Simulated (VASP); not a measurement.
# Mg in VASP: notebook

Mg is run at these levels: PBE, PBEsol+D4, r2SCAN+D4; tasks: single point.

Program: VASP 6.6.1. These are calculated values, not measurements. Logs are shortened: lines on timing, memory, paths and dates and some standing lists are left out, and cuts for length are marked.

## (1) The cell of the first run

The structure is cubic, space group Im-3m (No. 229). Conventional cell: a = 3.615 Å, b = 3.615 Å, c = 3.615 Å, α = 90.00°, β = 90.00°, γ = 90.00°. Mg (site symmetry m-3m) has 14 Mg at 3.13 to 3.62 Å within 4.1 Å.

## (2) Single point, PBE (volume scaled by 1.06)

File INCAR:

```
SYSTEM = Mg
ALGO = Fast ; EDIFF = 1E-6
ENCUT = 520 ; GGA = PE
ISIF = 2 ; ISMEAR = -1
LASPH = .True. ; LCHARG = .False.
LREAL = .False. ; LWAVE = .False.
NBANDS = 7 ; NELM = 80
PREC = Accurate ; SIGMA = 0.05
```

File KPOINTS:

```
k-points
0
Gamma
  11 11 11
  0 0 0
```

File POSCAR:

```
Mg
1.0
   -1.8075334120      1.8075334120      1.8075334120
    1.8075334120     -1.8075334120      1.8075334120
    1.8075334120      1.8075334120     -1.8075334120
Mg
1
Direct
    0.0000000000      0.0000000000      0.0000000000
```

Potentials or basis: VASP PAW PBE potentials, release 64 (Mg).

On the command line:

```
> cat potpaw_PBE.64/Mg/POTCAR > POTCAR
> mpirun -np 1 vasp_std > vasp.out
```

OUTCAR:

```text
SYSTEM = Mg
   EDIFF = 1E-6
   ENCUT = 520
   GGA = PE
   ISIF = 2
   ISMEAR = -1
   LASPH = .True.
   LREAL = .False.
   NELM = 80
   PREC = Accurate

 ion  position               nearest neighbor table
   1  0.000  0.000  0.000-

  LATTYP: Found a body centered cubic cell.
 ALAT       =     3.6150668240

  Lattice vectors:

 A1 = (  -1.8075334120,   1.8075334120,   1.8075334120)
 A2 = (   1.8075334120,  -1.8075334120,   1.8075334120)
 A3 = (   1.8075334120,   1.8075334120,  -1.8075334120)

Analysis of symmetry for initial positions (statically):
=====================================================================
 Subroutine PRICEL returns:
 Original cell was already a primitive cell.

 Routine SETGRP: Setting up the symmetry group for a
 body centered cubic supercell.

 Subroutine GETGRP returns: Found 48 space group operations
 (whereof 48 operations were pure point group operations)
 out of a pool of 48 trial point group operations.

The static configuration has the point symmetry O_h .

Analysis of symmetry for dynamics (positions and initial velocities):
=====================================================================
 Subroutine PRICEL returns:
 Original cell was already a primitive cell.

 Routine SETGRP: Setting up the symmetry group for a
 body centered cubic supercell.

 Subroutine GETGRP returns: Found 48 space group operations
 (whereof 48 operations were pure point group operations)
 out of a pool of 48 trial point group operations.

The dynamic configuration has the point symmetry O_h .

 Subroutine INISYM returns: Found 48 space group operations
 (whereof 48 operations are pure point group operations),
 and found     1 'primitive' translations

----------------------------------------------------------------------------------------

                                     Primitive cell

  volume of cell :      23.6221

  direct lattice vectors                    reciprocal lattice vectors
    -1.807533412  1.807533412  1.807533412     0.000000000  0.276620060  0.276620060
     1.807533412 -1.807533412  1.807533412     0.276620060  0.000000000  0.276620060
     1.807533412  1.807533412 -1.807533412     0.276620060  0.276620060  0.000000000

  length of vectors
     3.130739706  3.130739706  3.130739706     0.391199840  0.391199840  0.391199840

  position of ions in fractional coordinates (direct lattice)
     0.000000000  0.000000000  0.000000000

  ion indices of the primitive-cell ions
   primitive index   ion index
                 1           1

----------------------------------------------------------------------------------------

 KPOINTS: k-points

Automatic generation of k-mesh.
 Grid dimensions read from file:
 generate k-points for:   11   11   11

 Generating k-lattice:

  Cartesian coordinates                     Fractional coordinates (reciprocal lattice)
     0.000000000  0.025147278  0.025147278     0.090909091  0.000000000  0.000000000
     0.025147278  0.000000000  0.025147278     0.000000000  0.090909091  0.000000000
     0.025147278  0.025147278  0.000000000     0.000000000  0.000000000  0.090909091

  Length of vectors
     0.035563622  0.035563622  0.035563622

  Shift w.r.t. Gamma in fractional coordinates (k-lattice)
     0.000000000  0.000000000  0.000000000

 Subroutine IBZKPT returns following result:
 ===========================================

 Found     56 irreducible k-points:

 Following reciprocal coordinates:
            Coordinates               Weight
  0.000000  0.000000  0.000000      1.000000
  0.090909  0.000000  0.000000     12.000000
  0.181818  0.000000  0.000000     12.000000
  0.272727  0.000000  0.000000     12.000000
  0.363636  0.000000  0.000000     12.000000
  0.454545  0.000000  0.000000     12.000000
[... 16 lines left out ...]
  0.272727  0.181818  0.090909     48.000000
  0.363636  0.181818  0.090909     24.000000
 [... further k-points ...]
   k-points           NKPTS =     56   k-points in BZ     NKDIM =     56   number of bands    NBANDS=      7
   number of dos      NEDOS =    301   number of ions     NIONS =      1
   total plane-waves  NPLWV =  13824
   dimension x,y,z NGX =    24 NGY =   24 NGZ =   24
   dimension x,y,z NGXF=    48 NGYF=   48 NGZF=   48
   ions per type =               1
   NGX,Y,Z   is equivalent  to a cutoff of  12.74, 12.74, 12.74 a.u.
   NGXF,Y,Z  is equivalent  to a cutoff of  25.49, 25.49, 25.49 a.u.
 SYSTEM =  Mg
   PREC   = accura    normal or accurate (medium, high low for compatibility)
   ISTART =      0    job   : 0-new  1-cont  2-samecut
   ICHARG =      2    charge: 1-file 2-atom 10-const
   ISPIN  =      1    spin polarized calculation?
   LNONCOLLINEAR =      F non collinear calculations
   LSORBIT =      F    spin-orbit coupling
   LASPH  =      T    aspherical Exc in radial PAW
   ENCUT  =  520.0 eV  38.22 Ry    6.18 a.u.   5.82  5.82  5.82*2*pi/ulx,y,z
   NELM   =     80;   NELMIN=  2; NELMDL= -5     # of ELM steps
   EDIFF  = 0.1E-05   stopping-criterion for ELM
   LREAL  =      F    real-space projection
   EDIFFG = 0.1E-04   stopping-criterion for IOM
   NSW    =      0    number of steps for IOM
   IBRION =     -1    ionic relax: 0-MD 1-quasi-New 2-CG
   NFREE  =      0    steps in history (QN), initial steepest desc. (CG)
   ISIF   =      2    stress and relaxation
   ISYM   =      2    0-nonsym 1-usesym 2-fastsym
   POTIM  = 0.5000    time-step for ionic-motion
   TEBEG  =    0.0;   TEEND  =   0.0 temperature during run
   PSTRESS=    0.0 pullay stress
   NELECT =       2.0000    total number of electrons
   NUPDOWN=      -1.0000    fix difference up-down
   EMIN   =  10.00;   EMAX   =-10.00  energy-range for DOS
   EFERMI =   0.00;   METHOD = LEGACY
   ISMEAR =    -1;   SIGMA  =   0.05  broadening in eV -4-tet -1-fermi 0-gaus
   EFERMI_NEDOS =   21; number of points for ismear=-14 and -15
   IALGO  =     68    algorithm
   IMIX   =      4    mixing-type and parameters
     AMIX     =   0.40;   BMIX     =  1.00
     AMIX_MAG =   1.60;   BMIX_MAG =  1.00
  volume/ion in A,a.u.               =      23.62       159.41
  Fermi-wavevector in a.u.,A,eV,Ry     =   0.718861  1.358451  7.030970  0.516762
  Thomas-Fermi vector in A             =   1.807909
   LORBIT       =      0    0 simple, 1 ext, 2 COOP (PROOUT), +10 PAW based schemes
   GGA     = PE    functional components
   LHFCALC =     F    Hartree Fock is set to
   AEXX    =    0.0000 exact exchange contribution
   IVDW    =     0    specifies the selected vdW correction
   LEPSILON=     F    determine dielectric tensor
   LRPA    =     F    only Hartree local field effects (RPA)
 non-spin polarized calculation
 RMM-DIIS sequential band-by-band and
  energy-cutoff  :      520.00
  volume of cell :       23.62
 maximum number of plane-waves:       650
   NGX = 11   NGY = 11   NGZ = 11

 number of electron       2.0000000 magnetization

 Free energy of the ion-electron system (eV)
  ---------------------------------------------------
  ext. energy  EPLUGINS =         0.00000000
  ---------------------------------------------------
  free energy    TOTEN  =        -1.47958236 eV

  energy without entropy =       -1.47693533  energy(sigma->0) =       -1.47825885

 E-fermi :   2.4849     XC(G=0):  -8.4073

 val. band max:        2.4404881262   @ k =   0.3636   0.1818   0.0909
 cond. band min:       2.5768662848   @ k =  -0.4545   0.4545   0.0909
 fundamental gap:      0.1363781585
 Fermi energy:         2.4848878365

 k-point     1 :       0.0000    0.0000    0.0000
  band No.  band energies     occupation
      1      -4.3202      2.00000
      2      15.3271      0.00000
      3      15.3271      0.00000
      4      15.3271      0.00000
      5      17.2318      0.00000
      6      17.2319      0.00000
      7      17.2324      0.00000

 k-point     2 :       0.0909    0.0000    0.0000
  band No.  band energies     occupation
      1      -4.1294      2.00000
      2      13.3184      0.00000
      3      14.4849      0.00000
      4      14.4898      0.00000
      5      15.8533      0.00000
      6      16.3168      0.00000
      7      17.5553      0.00000

 k-point     3 :       0.1818    0.0000    0.0000
  band No.  band energies     occupation
      1      -3.5592      2.00000
      2      10.2395      0.00000
      3      13.2080      0.00000
      4      13.3855      0.00000
      5      14.5455      0.00000
      6      15.5145      0.00000
      7      18.1817      0.00000

 k-point     4 :       0.2727    0.0000    0.0000
  band No.  band energies     occupation
      1      -2.6161      2.00000
      2       7.3286      0.00000
      3      12.1565      0.00000
      4      12.5191      0.00000
      5      13.5496      0.00000
      6      14.7291      0.00000
      7      19.0353      0.00000

 k-point     5 :       0.3636    0.0000    0.0000
  band No.  band energies     occupation
      1      -1.3113      2.00000
      2       4.6998      0.00000
      3      11.4361      0.00000
      4      11.9373      0.00000
      5      12.8843      0.00000
      6      14.1213      0.00000
      7      20.0160      0.00000
[... 161 lines left out ...]
 k-point    22 :       0.1818    0.1818    0.0909
  band No.  band energies     occupation
      1      -1.1265      2.00000
      2       6.4494      0.00000
      3       7.1068      0.00000
      4       9.0658      0.00000
      5      18.0181      0.00000
      6      18.4159      0.00000
      7      20.1049      0.00000

 k-point    23 :       0.2727    0.1818    0.0909
  band No.  band energies     occupation
      1       0.3360      2.00000
      2       4.2948      0.00000
      3       6.3292      0.00000
      4       8.5086      0.00000
      5      17.8379      0.00000
      6      19.0887      0.00000
      7      20.3503      0.00000

 k-point    24 :       0.3636    0.1818    0.0909
  band No.  band energies     occupation
      1       1.8873      1.99999
      2       2.4405      1.41695
      3       6.1347      0.00000
      4       8.3272      0.00000
      5      17.7074      0.00000
      6      19.2567      0.00000
      7      20.9743      0.00000

 [... further k-points ...]

------------------------ aborting loop because EDIFF is reached ----------------------------------------

  FORCE on cell =-STRESS in cart. coord.  units (eV):
  Direction    XX          YY          ZZ          XY          YZ          ZX
  --------------------------------------------------------------------------------------
  -------------------------------------------------------------------------------------
  Total       -0.1846592     -0.1846592     -0.1846592     -0.0000000     -0.0000000      0.0000000
  in kB      -12.5245644    -12.5245644    -12.5245644     -0.0000000     -0.0000000      0.0000000
  external PRESSURE =     -12.5245644 kB  Pullay stress =       0.0000000 kB

 VOLUME and BASIS-vectors are now :
 -----------------------------------------------------------------------------
  energy-cutoff  :      520.00
  volume of cell :       23.62
      direct lattice vectors                 reciprocal lattice vectors
    -1.807533412  1.807533412  1.807533412     0.000000000  0.276620060  0.276620060
     1.807533412 -1.807533412  1.807533412     0.276620060  0.000000000  0.276620060
     1.807533412  1.807533412 -1.807533412     0.276620060  0.276620060  0.000000000

 POSITION                                       TOTAL-FORCE (eV/Angst)
 -----------------------------------------------------------------------------------
      0.00000      0.00000      0.00000        -0.000000      0.000000      0.000000
 -----------------------------------------------------------------------------------
    total drift:                                0.000000      0.000000      0.000000

  FREE ENERGIE OF THE ION-ELECTRON SYSTEM (eV)
  ---------------------------------------------------
  free  energy   TOTEN  =        -1.4795823639 eV

  energy  without entropy=       -1.4769353346  energy(sigma->0) =       -1.47825885
```

Wall time 4.7 s (1 thread of Intel Xeon Platinum 8259CL at 2.50GHz (Skylake/Cascade Lake), shared host); peak memory 0.14 GiB.

What came out:

```yaml
Free_energy: -1.4796 eV
Pressure: -1.3 GPa
Band_gap_on_the_k_mesh: zero (band 1 reaches 4.73 eV, above the bottom of band 2 at 1.72 eV)
```

Levels at points of the mesh, in eV from the Fermi level:
```csv
k point,band 1,band 2,band 3,band 4,band 5
"(0.00, 0.00, 0.00)",-6.81,12.84,12.84,12.84,14.75
```

(Part 1 of 2 ends here.)
